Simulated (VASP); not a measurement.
The system is GaB2.

```
Ga B
1.0
     0.00000    2.46293    2.46293
     2.46293    0.00000    2.46293
     2.46293    2.46293    0.00000
Ga B
1 2
Direct
  0.00000 0.00000 0.00000
  0.25000 0.25000 0.25000
  0.75000 0.75000 0.75000
```

| Quantity | Value |
| --- | --- |
| Program | VASP 6.6.1 |
| Task | relaxation of cell and atoms |
| Functional | PBE |
| Potentials or basis | VASP PAW PBE potentials, release 64 (Ga_d, B) |
| Cutoff | 500 eV |
| k mesh | 6 × 6 × 6 |
| Occupations | gaussian, width 0.1 eV |
| Spin | no spin polarisation |

At the start: pressure 16.6 GPa; volume 9.96 Å³/atom.

How do energy, volume and symmetry change on relaxing?

Over 3 steps the energy falls by 51.0 meV/atom and the volume is 11.04 Å³/atom (+10.8 %); space group Fm-3m (No. 225, to 0.1 Å) before and after.

Step by step:
```csv
step,energy change (eV),largest force (eV/Å),pressure (GPa),volume (Å³)
1,0.0000,0.0000,16.58,29.88
2,-0.1304,0.0000,-4.87,34.56
3,-0.1530,0.0000,0.05,33.12
```

Final structure:
```xyz
3
Lattice="0.0000 2.5489 2.5489 2.5489 0.0000 2.5489 2.5489 2.5489 0.0000" Properties=species:S:1:pos:R:3 pbc="T T T"
Ga    0.0000    0.0000    0.0000
B     1.2744    1.2744    1.2744
B     3.8233    3.8233    3.8233
```

Caveat: the k points lie up to 0.36 Å⁻¹ apart in the final cell, too coarse for converged energies and pressures of a metal.
